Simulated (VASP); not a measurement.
# Re (a cell with a defect) in VASP: single point with r2SCAN

Aim: the single point of Re (a cell with a defect) with r2SCAN.

Program: VASP 6.6.1. These are calculated values, not measurements. Logs are shortened: lines on timing, memory, paths and dates and some standing lists are left out, and cuts for length are marked.

## (1) The cell of the first run

The cell holds a defect, 2 atoms: a = 4.299 Å, b = 4.189 Å, c = 4.110 Å, α = 59.62°, β = 58.01°, γ = 59.84°.

## (2) Single point, r2SCAN

POSCAR

```
Re
1.0
   -0.0060300000      3.0660490000      3.0136860000
    2.9329640000      0.0167610000      2.9908950000
    2.8493770000      2.9596710000      0.1003480000
Re
2
Direct
    0.1896190000      0.3073890000      0.2474630000
    0.7793800000      0.7355770000      0.7120160000
```

INCAR.step1

```
ALGO = Normal
EDIFF = 1E-4
ENCUT = 520
GGA = PE
ISMEAR = -1
LASPH = True
LCHARG = False
LREAL = False
LWAVE = True
NBANDS = 14
NELM = 80
PREC = Accurate
SIGMA = 0.0159
```

INCAR.step2

```
ALGO = Normal
EDIFF = 1E-6
ENCUT = 520
ISIF = 2
ISMEAR = -1
ISTART = 1
LASPH = True
LCHARG = False
LMIXTAU = True
LREAL = False
LWAVE = False
METAGGA = R2SCAN
NBANDS = 14
NELM = 80
PREC = Accurate
SIGMA = 0.0159
```

KPOINTS

```
k-points
0
Gamma
  5 5 6
```

Potentials or basis: VASP PAW PBE potentials, release 64 (Re).

The run is started by

```sh
> cat potpaw_PBE.64/Re/POTCAR > POTCAR
> cp INCAR.step1 INCAR
> mpirun -np 1 vasp_std > vasp.out
> cp INCAR.step2 INCAR
> mpirun -np 1 vasp_std > vasp.out
```

OUTCAR:

```text
EDIFF = 1E-6
   ENCUT = 520
   ISIF = 2
   ISMEAR = -1
   ISTART = 1
   LASPH = True
   LREAL = False
   METAGGA = R2SCAN
   NELM = 80
   PREC = Accurate

 ion  position               nearest neighbor table
   1  0.190  0.307  0.247-   2 2.59   2 2.85   2 2.92   2 3.03   2 3.20   2 3.21
   2  0.779  0.736  0.712-   1 2.59   1 2.85   1 2.92   1 3.03   1 3.20   1 3.21

  LATTYP: Found a triclinic cell.
 ALAT       =     4.2991855203
 B/A-ratio  =     1.3981459159
 C/A-ratio  =     0.9743786755
 COS(alpha) =     0.0081878479
 COS(beta)  =     0.5023656495
 COS(gamma) =     0.7273221710

  Lattice vectors:

 A1 = (   0.0060300000,  -3.0660490000,  -3.0136860000)
 A2 = (   0.0896170000,  -6.0089590000,  -0.1231390000)
 A3 = (  -2.9329640000,  -0.0167610000,  -2.9908950000)

Analysis of symmetry for initial positions (statically):
=====================================================================
 Subroutine PRICEL returns:
 Original cell was already a primitive cell.

 Routine SETGRP: Setting up the symmetry group for a
 triclinic supercell.

 Subroutine GETGRP returns: Found  2 space group operations
 (whereof  1 operations were pure point group operations)
 out of a pool of  2 trial point group operations.

The static configuration has the point symmetry C_1 .
 The point group associated with its full space group is S_2 .

Analysis of symmetry for dynamics (positions and initial velocities):
=====================================================================
 Subroutine PRICEL returns:
 Original cell was already a primitive cell.

 Routine SETGRP: Setting up the symmetry group for a
 triclinic supercell.

 Subroutine GETGRP returns: Found  2 space group operations
 (whereof  1 operations were pure point group operations)
 out of a pool of  2 trial point group operations.

The dynamic configuration has the point symmetry C_1 .
 The point group associated with its full space group is S_2 .

 Subroutine INISYM returns: Found  2 space group operations
 (whereof  1 operations are pure point group operations),
 and found     1 'primitive' translations

----------------------------------------------------------------------------------------

                                     Primitive cell

  volume of cell :      51.2971

  direct lattice vectors                    reciprocal lattice vectors
    -0.006030000  3.066049000  3.013686000    -0.172531774  0.160396338  0.168291123
     2.932964000  0.016761000  2.990895000     0.167881686 -0.167411592  0.170656289
     2.849377000  2.959671000  0.100348000     0.177782263  0.172662081 -0.175306377

  length of vectors
     4.299185520  4.189034693  4.109582879     0.289510104  0.292120644  0.303563919

  position of ions in fractional coordinates (direct lattice)
     0.189619000  0.307389000  0.247463000
     0.779380000  0.735577000  0.712016000

  ion indices of the primitive-cell ions
   primitive index   ion index
                 1           1
                 2           2

----------------------------------------------------------------------------------------

 KPOINTS: k-points

Automatic generation of k-mesh.
 Grid dimensions read from file:
 generate k-points for:    5    5    6

 Generating k-lattice:

  Cartesian coordinates                     Fractional coordinates (reciprocal lattice)
    -0.034506355  0.032079268  0.033658225     0.200000000  0.000000000 -0.000000000
     0.033576337 -0.033482318  0.034131258    -0.000000000  0.200000000 -0.000000000
     0.029630377  0.028777013 -0.029217729    -0.000000000 -0.000000000  0.166666667

  Length of vectors
     0.057902021  0.058424129  0.050593986

  Shift w.r.t. Gamma in fractional coordinates (k-lattice)
     0.000000000  0.000000000  0.000000000

 Subroutine IBZKPT returns following result:
 ===========================================

 Found     76 irreducible k-points:

 Following reciprocal coordinates:
            Coordinates               Weight
  0.000000  0.000000  0.000000      1.000000
  0.200000 -0.000000 -0.000000      2.000000
  0.400000  0.000000 -0.000000      2.000000
  0.000000  0.200000  0.000000      2.000000
  0.200000  0.200000  0.000000      2.000000
  0.400000  0.200000  0.000000      2.000000
[... 16 lines left out ...]
 -0.200000  0.200000  0.166667      2.000000
 -0.000000  0.400000  0.166667      2.000000
 [... further k-points ...]
   k-points           NKPTS =     76   k-points in BZ     NKDIM =     76   number of bands    NBANDS=     14
   number of dos      NEDOS =    301   number of ions     NIONS =      2
   total plane-waves  NPLWV =  32768
   dimension x,y,z NGX =    32 NGY =   32 NGZ =   32
   dimension x,y,z NGXF=    64 NGYF=   64 NGZF=   64
   ions per type =               2
   NGX,Y,Z   is equivalent  to a cutoff of  12.37, 12.70, 12.95 a.u.
   NGXF,Y,Z  is equivalent  to a cutoff of  24.75, 25.40, 25.89 a.u.
 SYSTEM =  unknown system
   PREC   = accura    normal or accurate (medium, high low for compatibility)
   ISTART =      1    job   : 0-new  1-cont  2-samecut
   ICHARG =      0    charge: 1-file 2-atom 10-const
   ISPIN  =      1    spin polarized calculation?
   LNONCOLLINEAR =      F non collinear calculations
   LSORBIT =      F    spin-orbit coupling
   LASPH  =      T    aspherical Exc in radial PAW
   ENCUT  =  520.0 eV  38.22 Ry    6.18 a.u.   7.99  7.79  7.64*2*pi/ulx,y,z
   NELM   =     80;   NELMIN=  2; NELMDL=  0     # of ELM steps
   EDIFF  = 0.1E-05   stopping-criterion for ELM
   LREAL  =      F    real-space projection
   EDIFFG = 0.1E-04   stopping-criterion for IOM
   NSW    =      0    number of steps for IOM
   IBRION =     -1    ionic relax: 0-MD 1-quasi-New 2-CG
   NFREE  =      0    steps in history (QN), initial steepest desc. (CG)
   ISIF   =      2    stress and relaxation
   ISYM   =      2    0-nonsym 1-usesym 2-fastsym
   POTIM  = 0.5000    time-step for ionic-motion
   TEBEG  =    0.0;   TEEND  =   0.0 temperature during run
   PSTRESS=    0.0 pullay stress
   NELECT =      14.0000    total number of electrons
   NUPDOWN=      -1.0000    fix difference up-down
   EMIN   =  10.00;   EMAX   =-10.00  energy-range for DOS
   EFERMI =   0.00;   METHOD = LEGACY
   ISMEAR =    -1;   SIGMA  =   0.02  broadening in eV -4-tet -1-fermi 0-gaus
   EFERMI_NEDOS =   21; number of points for ismear=-14 and -15
   IALGO  =     38    algorithm
   IMIX   =      4    mixing-type and parameters
     AMIX     =   0.40;   BMIX     =  1.00
     AMIX_MAG =   1.60;   BMIX_MAG =  1.00
  volume/ion in A,a.u.               =      25.65       173.09
  Fermi-wavevector in a.u.,A,eV,Ry     =   1.061907  2.006713 15.342564  1.127647
  Thomas-Fermi vector in A             =   2.197339
   LORBIT       =      0    0 simple, 1 ext, 2 COOP (PROOUT), +10 PAW based schemes
   METAGGA = R2SCAN    functional components
   LHFCALC =     F    Hartree Fock is set to
   AEXX    =    0.0000 exact exchange contribution
   IVDW    =     0    specifies the selected vdW correction
   LEPSILON=     F    determine dielectric tensor
   LRPA    =     F    only Hartree local field effects (RPA)
 non-spin polarized calculation
  energy-cutoff  :      520.00
  volume of cell :       51.30
 maximum number of plane-waves:      1394
   NGX = 15   NGY = 15   NGZ = 15

 number of electron      14.0000000 magnetization

 Free energy of the ion-electron system (eV)
  ---------------------------------------------------
  ext. energy  EPLUGINS =         0.00000000
  ---------------------------------------------------
  free energy    TOTEN  =       -99.06423526 eV

  energy without entropy =      -99.06236790  energy(sigma->0) =      -99.06330158

 E-fermi :   2.6783     XC(G=0): -11.4151

 val. band max:        2.6672106357   @ k =   0.0000  -0.4000   0.1667
 cond. band min:       2.6994244348   @ k =  -0.2000   0.4000   0.5000
 fundamental gap:      0.0322137991
 Fermi energy:         2.6782769933

 k-point     1 :       0.0000    0.0000    0.0000
  band No.  band energies     occupation
      1      -4.2903      2.00000
      2      -0.8117      2.00000
      3      -0.6053      2.00000
      4      -0.2725      2.00000
      5      -0.1019      2.00000
      6       0.3535      2.00000
      7       4.0427      0.00000
      8       4.4733      0.00000
      9       4.6719      0.00000
     10       5.6532      0.00000
     11       5.9413      0.00000
     12      10.6162      0.00000
     13      11.0464      0.00000
     14      11.6532      0.00000

 k-point     2 :       0.2000   -0.0000   -0.0000
  band No.  band energies     occupation
      1      -3.6222      2.00000
      2      -0.5177      2.00000
      3      -0.3262      2.00000
      4      -0.0682      2.00000
      5       0.2849      2.00000
      6       0.5294      2.00000
      7       3.5616      0.00000
      8       3.9184      0.00000
      9       4.2584      0.00000
     10       4.7214      0.00000
     11       4.9810      0.00000
     12       7.7035      0.00000
     13      11.8499      0.00000
     14      12.3422      0.00000

 k-point     3 :       0.4000    0.0000   -0.0000
  band No.  band energies     occupation
      1      -1.8497      2.00000
      2      -0.0719      2.00000
      3       0.2950      2.00000
      4       0.4717      2.00000
      5       1.0417      2.00000
      6       1.1545      2.00000
      7       2.3548      2.00000
      8       2.7770      0.00401
      9       3.0559      0.00000
     10       3.2591      0.00000
     11       3.9400      0.00000
     12       4.3875      0.00000
     13      12.7302      0.00000
     14      13.3571      0.00000
[... 324 lines left out ...]
 k-point    23 :      -0.2000    0.2000    0.1667
  band No.  band energies     occupation
      1      -2.2379      2.00000
      2      -0.1346      2.00000
      3       0.0229      2.00000
      4       0.3252      2.00000
      5       1.0217      2.00000
      6       1.2816      2.00000
      7       2.0880      2.00000
      8       3.0509      0.00000
      9       3.1386      0.00000
     10       4.1350      0.00000
     11       4.4531      0.00000
     12       5.9599      0.00000
     13      10.0206      0.00000
     14      10.8913      0.00000

 k-point    24 :      -0.0000    0.4000    0.1667
  band No.  band energies     occupation
      1      -2.0880      2.00000
      2      -0.1364      2.00000
      3       0.1340      2.00000
      4       0.4165      2.00000
      5       0.9649      2.00000
      6       1.1830      2.00000
      7       2.1220      2.00000
      8       2.8385      0.00008
      9       3.1289      0.00000
     10       4.0151      0.00000
     11       4.4759      0.00000
     12       5.6703      0.00000
     13      10.1394      0.00000
     14      11.1232      0.00000

 [... further k-points ...]
[... 5 lines left out ...]
  --------------------------------------------------------------------------------------
  -------------------------------------------------------------------------------------
  Total      -14.3015274    -13.5348738    -13.5460444     -0.6532957     -0.0078567     -0.6054462
  in kB     -446.6836075   -422.7384988   -423.0873941    -20.4045689     -0.2453905    -18.9100721
  external PRESSURE =    -430.8365001 kB  Pullay stress =       0.0000000 kB

 VOLUME and BASIS-vectors are now :
 -----------------------------------------------------------------------------
  energy-cutoff  :      520.00
  volume of cell :       51.30
      direct lattice vectors                 reciprocal lattice vectors
    -0.006030000  3.066049000  3.013686000    -0.172531774  0.160396338  0.168291123
     2.932964000  0.016761000  2.990895000     0.167881686 -0.167411592  0.170656289
     2.849377000  2.959671000  0.100348000     0.177782263  0.172662081 -0.175306377

 POSITION                                       TOTAL-FORCE (eV/Angst)
 -----------------------------------------------------------------------------------
      1.60553      1.31894      1.51565         2.767210     -1.390935     -0.247658
      4.18152      4.50928      4.62029        -2.767210      1.390935      0.247658
 -----------------------------------------------------------------------------------
    total drift:                               -0.000001     -0.000000      0.000000

  FREE ENERGIE OF THE ION-ELECTRON SYSTEM (eV)
  ---------------------------------------------------
  free  energy   TOTEN  =       -99.0642352627 eV

  energy  without entropy=      -99.0623679009  energy(sigma->0) =      -99.06330158
```

Run time: 1.8 min. Hardware: 1 thread of Intel Xeon Platinum 8559C (Emerald Rapids), shared host; peak memory 0.19 GiB.

What came out:

```yaml
Free_energy: -99.0642 eV
Pressure: -43.1 GPa
Largest_force: 3.107 eV/Å
Band_gap_on_the_k_mesh: zero (band 7 reaches 4.04 eV, above the bottom of band 8 at 2.24 eV)
```

Forces in eV/Å, atoms in the order of the input:
```
Re   2.767 -1.391 -0.248
Re  -2.767  1.391  0.248
```

Caveat: the k points lie up to 0.37 Å⁻¹ apart; the PAW data sets were made with another functional, which shifts forces and pressure a little; spin-orbit coupling is left out, which moves the levels of the heavy elements.
